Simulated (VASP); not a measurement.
# CdTe (I-4m2) in VASP: a series of runs, part 2 of 2

VASP 6.6.1. Earlier steps stand in the parts before.

## (3) Single point, r2SCAN (epitaxial xy strain -2.0%)

Contents of POSCAR:

```
CdTe
1.0
    0.0000000000      3.2143560138      3.3640644590
    3.2143560138      0.0000000000      3.3640644590
    3.2143560138      3.2143560138      0.0000000000
Cd Te
1 1
Direct
    0.0000000000      0.0000000000      0.0000000000
    0.2500000000      0.2500000000      0.2500000000
```

Contents of INCAR.step1:

```
SYSTEM = CdTe
PREC = Accurate
ENCUT = 520
ISMEAR = 0
SIGMA = 0.01
LREAL = .False.
LASPH = .True.
NELM = 100
NBANDS = 16
GGA = PE
ALGO = Normal
EDIFF = 1E-4
LWAVE = .True.
LCHARG = .False.
```

Contents of INCAR.step2:

```
SYSTEM = CdTe
PREC = Accurate
ENCUT = 520
EDIFF = 1E-6
ISMEAR = 0
SIGMA = 0.01
LREAL = .False.
LASPH = .True.
NELM = 100
ALGO = Normal
ISIF = 2
LWAVE = .False.
LCHARG = .True.
METAGGA = R2SCAN
LMIXTAU = .True.
LELF = .True.
LVHAR = .True.
NBANDS = 16
ISTART = 1
```

Contents of KPOINTS:

```
regular mesh
0
Gamma
  6 6 6
  0 0 0
```

Potentials or basis: VASP PAW PBE potentials, release 64 (Cd, Te).

Launch:

```bash
$ cat potpaw_PBE.64/Cd/POTCAR potpaw_PBE.64/Te/POTCAR > POTCAR
$ cp INCAR.step1 INCAR
$ mpirun -np 1 vasp_std > vasp.out
$ cp INCAR.step2 INCAR
$ mpirun -np 1 vasp_std > vasp.out
```

OUTCAR:

```text
SYSTEM = CdTe
   PREC = Accurate
   ENCUT = 520
   EDIFF = 1E-6
   ISMEAR = 0
   LREAL = .False.
   LASPH = .True.
   NELM = 100
   ISIF = 2
   METAGGA = R2SCAN
   ISTART = 1

 ion  position               nearest neighbor table
   1  0.000  0.000  0.000-   2 2.83   2 2.83   2 2.83   2 2.83
   2  0.250  0.250  0.250-   1 2.83   1 2.83   1 2.83   1 2.83

  LATTYP: Found a body centered tetragonal cell.
 ALAT       =     4.5457858690
 C/A-ratio  =     1.4800804771

  Lattice vectors:

 A1 = (  -3.2143560138,   0.0000000000,   3.3640644590)
 A2 = (   3.2143560138,   0.0000000000,   3.3640644590)
[... 627 lines left out ...]
      5      -6.2923      2.00000
      6      -5.8447      2.00000
[... 8 lines left out ...]
     15      12.9794      0.00000
     16      13.9969      0.00000

 [... further k-points ...]
[... 5 lines left out ...]
  --------------------------------------------------------------------------------------
  -------------------------------------------------------------------------------------
  Total        0.4170738      0.4170738      0.0562274      0.0000000      0.0000000      0.0000000
  in kB        9.6126091      9.6126091      1.2959136      0.0000000      0.0000000      0.0000000
  external PRESSURE =       6.8403773 kB  Pullay stress =       0.0000000 kB

 VOLUME and BASIS-vectors are now :
 -----------------------------------------------------------------------------
  energy-cutoff  :      520.00
  volume of cell :       69.52
      direct lattice vectors                 reciprocal lattice vectors
     0.000000000  3.214356014  3.364064459    -0.155552153  0.155552153  0.148629732
     3.214356014  0.000000000  3.364064459     0.155552153 -0.155552153  0.148629732
     3.214356014  3.214356014  0.000000000     0.155552153  0.155552153 -0.148629732

 POSITION                                       TOTAL-FORCE (eV/Angst)
 -----------------------------------------------------------------------------------
      0.00000      0.00000      0.00000         0.000000     -0.000000     -0.000000
      1.60718      1.60718      1.68203        -0.000000      0.000000      0.000000
 -----------------------------------------------------------------------------------
    total drift:                               -0.000001     -0.000001     -0.000001

  FREE ENERGIE OF THE ION-ELECTRON SYSTEM (eV)
  ---------------------------------------------------
  free  energy   TOTEN  =       -46.6335390395 eV

  energy  without entropy=      -46.6335390395  energy(sigma->0) =      -46.63353904
```

OUTCAR.step1:

```text
SYSTEM = CdTe
   PREC = Accurate
   ENCUT = 520
   ISMEAR = 0
   LREAL = .False.
   LASPH = .True.
[... 679 lines left out ...]
      0.00000      0.00000      0.00000        -0.000000     -0.000000     -0.000000
      1.60718      1.60718      1.68203         0.000000      0.000000      0.000000
 -----------------------------------------------------------------------------------
    total drift:                               -0.000000     -0.000000     -0.000000

  FREE ENERGIE OF THE ION-ELECTRON SYSTEM (eV)
  ---------------------------------------------------
  free  energy   TOTEN  =        -4.7854213988 eV

  energy  without entropy=       -4.7854213988  energy(sigma->0) =       -4.78542140
```

OSZICAR.step1:

```text
N       E                     dE             d eps       ncg     rms          rms(c)
DAV:   1     0.100491992112E+03    0.10049E+03   -0.84949E+03   960   0.983E+02
DAV:   2    -0.136851272543E+01   -0.10186E+03   -0.96938E+02  1160   0.234E+02
DAV:   3    -0.498548285654E+01   -0.36170E+01   -0.36121E+01  1200   0.465E+01
DAV:   4    -0.501886126310E+01   -0.33378E-01   -0.33377E-01  1472   0.394E+00
DAV:   5    -0.501893569773E+01   -0.74435E-04   -0.74435E-04  1216   0.177E-01    0.536E+00
DAV:   6    -0.479978712075E+01    0.21915E+00   -0.37396E-01  1120   0.721E+00    0.441E+00
DAV:   7    -0.478409395092E+01    0.15693E-01   -0.10665E-01  1120   0.210E+00    0.170E+00
DAV:   8    -0.478503825714E+01   -0.94431E-03   -0.10700E-02  1144   0.117E+00    0.461E-01
DAV:   9    -0.478536664066E+01   -0.32838E-03   -0.98621E-04  1168   0.329E-01    0.104E-01
DAV:  10    -0.478542139884E+01   -0.54758E-04   -0.10588E-04  1032   0.104E-01
   1 F= -.47854214E+01 E0= -.47854214E+01  d E =-.213553E-49
```

It took 4.7 min on 1 thread of AMD EPYC 7R13, shared host; peak memory 0.2 GiB.

Results:

```yaml
Free_energy: -46.6335 eV
Pressure: 0.7 GPa
Band_gap_on_the_k_mesh: 1.14 eV, direct
```

Stress tensor (GPa, compression positive):
```
0.96 0.00 0.00
0.00 0.96 0.00
0.00 0.00 0.13
```

Caveat: the cell differs from its parent crystal (epitaxial xy strain -2.0%); the PAW data sets were made with another functional, which shifts forces and pressure a little; spin-orbit coupling is left out, which moves the levels of the heavy elements.

## (4) Single point, r2SCAN (epitaxial xy strain -1.0%)

Contents of POSCAR:

```
CdTe
1.0
    0.0000000000      3.2471555650      3.3216790865
    3.2471555650      0.0000000000      3.3216790865
    3.2471555650      3.2471555650      0.0000000000
Cd Te
1 1
Direct
    0.0000000000      0.0000000000      0.0000000000
    0.2500000000      0.2500000000      0.2500000000
```

Contents of INCAR.step1:

```
PREC     = Accurate       # precision mode
ENCUT    = 520            # plane-wave cutoff, eV
ISMEAR   = 0              # smearing method
SIGMA    = 0.01           # smearing width, eV
LREAL    = F              # projectors in reciprocal space
LASPH    = T              # aspherical terms in the spheres
NELM     = 80             # most SCF steps
NBANDS   = 16             # bands
GGA      = PE             # functional
ALGO     = Normal         # electronic algorithm
EDIFF    = 1E-4           # SCF threshold, eV
LWAVE    = T              # write WAVECAR
LCHARG   = F              # write CHGCAR
```

Contents of INCAR.step2:

```
PREC     = Accurate       # precision mode
ENCUT    = 520            # plane-wave cutoff, eV
EDIFF    = 1E-6           # SCF threshold, eV
ISMEAR   = 0              # smearing method
SIGMA    = 0.01           # smearing width, eV
LREAL    = F              # projectors in reciprocal space
LASPH    = T              # aspherical terms in the spheres
NELM     = 80             # most SCF steps
ALGO     = Normal         # electronic algorithm
ISIF     = 2              # what is computed and relaxed
LWAVE    = F              # write WAVECAR
LCHARG   = F              # write CHGCAR
METAGGA  = R2SCAN         # meta-GGA
LMIXTAU  = T            
NBANDS   = 16             # bands
ISTART   = 1
```

Contents of KPOINTS:

```
regular mesh
0
Gamma
  6 6 6
```

Potentials or basis: VASP PAW PBE potentials, release 64 (Cd, Te).

Launch:

```bash
$ cat potpaw_PBE.64/Cd/POTCAR potpaw_PBE.64/Te/POTCAR > POTCAR
$ cp INCAR.step1 INCAR
$ mpirun -np 1 vasp_std > vasp.out
$ cp INCAR.step2 INCAR
$ mpirun -np 1 vasp_std > vasp.out
```

OUTCAR:

```text
PREC = Accurate
   ENCUT = 520
   EDIFF = 1E-6
   ISMEAR = 0
   LREAL = F
   LASPH = T
   NELM = 80
   ISIF = 2
   METAGGA = R2SCAN
   ISTART = 1

 ion  position               nearest neighbor table
   1  0.000  0.000  0.000-   2 2.83   2 2.83   2 2.83   2 2.83
   2  0.250  0.250  0.250-   1 2.83   1 2.83   1 2.83   1 2.83

  LATTYP: Found a body centered tetragonal cell.
 ALAT       =     4.5921714392
 C/A-ratio  =     1.4466703304

  Lattice vectors:

 A1 = (  -3.2471555650,   0.0000000000,   3.3216790865)
 A2 = (   3.2471555650,   0.0000000000,   3.3216790865)
 A3 = (   0.0000000000,   3.2471555650,  -3.3216790865)

Analysis of symmetry for initial positions (statically):
=====================================================================
 Subroutine PRICEL returns:
 Original cell was already a primitive cell.

 Routine SETGRP: Setting up the symmetry group for a
 body centered tetragonal supercell.

 Subroutine GETGRP returns: Found  8 space group operations
 (whereof  8 operations were pure point group operations)
 out of a pool of 16 trial point group operations.

The static configuration has the point symmetry D_2d.

Analysis of symmetry for dynamics (positions and initial velocities):
=====================================================================
 Subroutine PRICEL returns:
 Original cell was already a primitive cell.

 Routine SETGRP: Setting up the symmetry group for a
 body centered tetragonal supercell.

 Subroutine GETGRP returns: Found  8 space group operations
 (whereof  8 operations were pure point group operations)
 out of a pool of 16 trial point group operations.

The dynamic configuration has the point symmetry D_2d.

 Subroutine INISYM returns: Found  8 space group operations
 (whereof  8 operations are pure point group operations),
 and found     1 'primitive' translations

----------------------------------------------------------------------------------------

                                     Primitive cell

  volume of cell :      70.0477

  direct lattice vectors                    reciprocal lattice vectors
     0.000000000  3.247155565  3.321679087    -0.153980920  0.153980920  0.150526281
     3.247155565  0.000000000  3.321679087     0.153980920 -0.153980920  0.150526281
     3.247155565  3.247155565  0.000000000     0.153980920  0.153980920 -0.150526281

  length of vectors
     4.645166436  4.645166436  4.592171439     0.264723268  0.264723268  0.264723268

  position of ions in fractional coordinates (direct lattice)
     0.000000000  0.000000000  0.000000000
     0.250000000  0.250000000  0.250000000

  ion indices of the primitive-cell ions
   primitive index   ion index
                 1           1
                 2           2

----------------------------------------------------------------------------------------

 KPOINTS: regular mesh

Automatic generation of k-mesh.
 Grid dimensions read from file:
 generate k-points for:    6    6    6

 Generating k-lattice:

  Cartesian coordinates                     Fractional coordinates (reciprocal lattice)
    -0.025663487  0.025663487  0.025087714     0.166666667  0.000000000  0.000000000
     0.025663487 -0.025663487  0.025087714     0.000000000  0.166666667  0.000000000
     0.025663487  0.025663487 -0.025087714     0.000000000  0.000000000  0.166666667

  Length of vectors
     0.044120545  0.044120545  0.044120545

  Shift w.r.t. Gamma in fractional coordinates (k-lattice)
     0.000000000  0.000000000  0.000000000

 Subroutine IBZKPT returns following result:
 ===========================================

 Found     30 irreducible k-points:

 Following reciprocal coordinates:
            Coordinates               Weight
  0.000000  0.000000  0.000000      1.000000
  0.166667  0.000000  0.000000      8.000000
  0.333333  0.000000  0.000000      8.000000
  0.500000  0.000000  0.000000      4.000000
  0.166667  0.166667  0.000000      2.000000
  0.333333  0.166667  0.000000      8.000000
[... 16 lines left out ...]
  0.333333  0.000000  0.333333      4.000000
  0.500000  0.000000  0.333333     16.000000
 [... further k-points ...]
   k-points           NKPTS =     30   k-points in BZ     NKDIM =     30   number of bands    NBANDS=     16
   number of dos      NEDOS =    301   number of ions     NIONS =      2
   total plane-waves  NPLWV =  46656
   dimension x,y,z NGX =    36 NGY =   36 NGZ =   36
   dimension x,y,z NGXF=    72 NGYF=   72 NGZF=   72
   ions per type =               1   1
   NGX,Y,Z   is equivalent  to a cutoff of  12.88, 12.88, 13.03 a.u.
   NGXF,Y,Z  is equivalent  to a cutoff of  25.77, 25.77, 26.07 a.u.
 SYSTEM =  unknown system
   PREC   = accura    normal or accurate (medium, high low for compatibility)
   ISTART =      1    job   : 0-new  1-cont  2-samecut
   ICHARG =      0    charge: 1-file 2-atom 10-const
   ISPIN  =      1    spin polarized calculation?
   LNONCOLLINEAR =      F non collinear calculations
   LSORBIT =      F    spin-orbit coupling
   LASPH  =      T    aspherical Exc in radial PAW
   ENCUT  =  520.0 eV  38.22 Ry    6.18 a.u.   8.64  8.64  8.54*2*pi/ulx,y,z
   NELM   =     80;   NELMIN=  2; NELMDL=  0     # of ELM steps
   EDIFF  = 0.1E-05   stopping-criterion for ELM
   LREAL  =      F    real-space projection
   EDIFFG = 0.1E-04   stopping-criterion for IOM
   NSW    =      0    number of steps for IOM
   IBRION =     -1    ionic relax: 0-MD 1-quasi-New 2-CG
   NFREE  =      0    steps in history (QN), initial steepest desc. (CG)
   ISIF   =      2    stress and relaxation
   ISYM   =      2    0-nonsym 1-usesym 2-fastsym
   POTIM  = 0.5000    time-step for ionic-motion
   TEBEG  =    0.0;   TEEND  =   0.0 temperature during run
   PSTRESS=    0.0 pullay stress
   NELECT =      18.0000    total number of electrons
   NUPDOWN=      -1.0000    fix difference up-down
   EMIN   =  10.00;   EMAX   =-10.00  energy-range for DOS
   EFERMI =   0.00;   METHOD = LEGACY
   ISMEAR =     0;   SIGMA  =   0.01  broadening in eV -4-tet -1-fermi 0-gaus
   EFERMI_NEDOS =   21; number of points for ismear=-14 and -15
   IALGO  =     38    algorithm
   IMIX   =      4    mixing-type and parameters
     AMIX     =   0.40;   BMIX     =  1.00
     AMIX_MAG =   1.60;   BMIX_MAG =  1.00
  volume/ion in A,a.u.               =      35.02       236.35
  Fermi-wavevector in a.u.,A,eV,Ry     =   1.040801  1.966829 14.738739  1.083267
  Thomas-Fermi vector in A             =   2.175393
   LORBIT       =      0    0 simple, 1 ext, 2 COOP (PROOUT), +10 PAW based schemes
   METAGGA = R2SCAN    functional components
   LHFCALC =     F    Hartree Fock is set to
   AEXX    =    0.0000 exact exchange contribution
   IVDW    =     0    specifies the selected vdW correction
   LEPSILON=     F    determine dielectric tensor
   LRPA    =     F    only Hartree local field effects (RPA)
 non-spin polarized calculation
 Gauss-broadening in eV      SIGMA  =   0.01
  energy-cutoff  :      520.00
  volume of cell :       70.05
 maximum number of plane-waves:      1907
 NGX is ok and might be reduce to    36
   NGX = 17   NGY = 17   NGZ = 17

 number of electron      18.0000004 magnetization

 Free energy of the ion-electron system (eV)
  ---------------------------------------------------
  ext. energy  EPLUGINS =         0.00000000
  ---------------------------------------------------
  free energy    TOTEN  =       -46.63933195 eV

  energy without entropy =      -46.63933195  energy(sigma->0) =      -46.63933195

 E-fermi :   1.9736     XC(G=0):  -8.9700

 val. band max:        1.8684949398   @ k =   0.0000   0.0000   0.0000
 cond. band min:       3.0187780441   @ k =   0.0000   0.0000   0.0000
 fundamental gap:      1.1502831043
 Fermi energy:         1.9736242141

 k-point     1 :       0.0000    0.0000    0.0000
  band No.  band energies     occupation
      1      -9.5158      2.00000
      2      -6.6299      2.00000
      3      -6.6240      2.00000
      4      -6.6240      2.00000
      5      -6.3650      2.00000
      6      -6.3632      2.00000
[... 8 lines left out ...]
     15      11.4494      0.00000
     16      11.7813      0.00000
[... 419 lines left out ...]
 k-point    24 :       0.5000    0.0000    0.3333
  band No.  band energies     occupation
      1      -9.0450      2.00000
      2      -6.5066      2.00000
      3      -6.4881      2.00000
      4      -6.4279      2.00000
      5      -6.3419      2.00000
      6      -5.9097      2.00000
[... 8 lines left out ...]
     15      12.9698      0.00000
     16      13.8394      0.00000

 [... further k-points ...]
[... 5 lines left out ...]
  --------------------------------------------------------------------------------------
  -------------------------------------------------------------------------------------
  Total        0.2260204      0.2260204      0.0515786      0.0000000      0.0000000      0.0000000
  in kB        5.1696892      5.1696892      1.1797396      0.0000000      0.0000000      0.0000000
  external PRESSURE =       3.8397060 kB  Pullay stress =       0.0000000 kB

 VOLUME and BASIS-vectors are now :
 -----------------------------------------------------------------------------
  energy-cutoff  :      520.00
  volume of cell :       70.05
      direct lattice vectors                 reciprocal lattice vectors
     0.000000000  3.247155565  3.321679087    -0.153980920  0.153980920  0.150526281
     3.247155565  0.000000000  3.321679087     0.153980920 -0.153980920  0.150526281
     3.247155565  3.247155565  0.000000000     0.153980920  0.153980920 -0.150526281

 POSITION                                       TOTAL-FORCE (eV/Angst)
 -----------------------------------------------------------------------------------
      0.00000      0.00000      0.00000         0.000000      0.000000      0.000000
      1.62358      1.62358      1.66084        -0.000000     -0.000000     -0.000000
 -----------------------------------------------------------------------------------
    total drift:                               -0.000001     -0.000001     -0.000001

  FREE ENERGIE OF THE ION-ELECTRON SYSTEM (eV)
  ---------------------------------------------------
  free  energy   TOTEN  =       -46.6393319545 eV

  energy  without entropy=      -46.6393319545  energy(sigma->0) =      -46.63933195
```

It took 4.6 min on 1 thread of AMD EPYC 7R13, shared host; peak memory 0.2 GiB.

Results:

```yaml
Free_energy: -46.6393 eV
Pressure: 0.4 GPa
Band_gap_on_the_k_mesh: 1.15 eV, direct
```

Stress tensor (GPa, compression positive):
```
0.52 0.00 0.00
0.00 0.52 0.00
0.00 0.00 0.12
```

Caveat: the cell differs from its parent crystal (epitaxial xy strain -1.0%); the PAW data sets were made with another functional, which shifts forces and pressure a little; spin-orbit coupling is left out, which moves the levels of the heavy elements.

## (5) Overview

```csv
level,cell,smearing,gap on the mesh (eV),pressure (GPa)
PBE,"a = 4.629, b = 4.629, c = 4.685 Å, angles 59.6, 59.6, 60.8°, 2 atoms",fermi-dirac 0.02 eV,0.59,0.9
r2SCAN,"a = 4.653, b = 4.653, c = 4.546 Å, angles 60.8, 60.8, 58.5°, 2 atoms",gaussian 0.01 eV,1.14,0.7
r2SCAN,"a = 4.645, b = 4.645, c = 4.592 Å, angles 60.4, 60.4, 59.2°, 2 atoms",gaussian 0.01 eV,1.15,0.4
```

Alike in all rows: task single point; potentials or basis VASP PAW PBE potentials, release 64 (Cd, Te); no spin polarisation; k mesh 6 × 6 × 6; cutoff (eV) 520.

Caveats: spin-orbit coupling is left out, which moves the levels of the heavy elements; the PAW data sets were made with another functional, which shifts forces and pressure a little (some runs).

Total energies depend on the potentials used, so only differences within one code and one set of settings carry meaning.
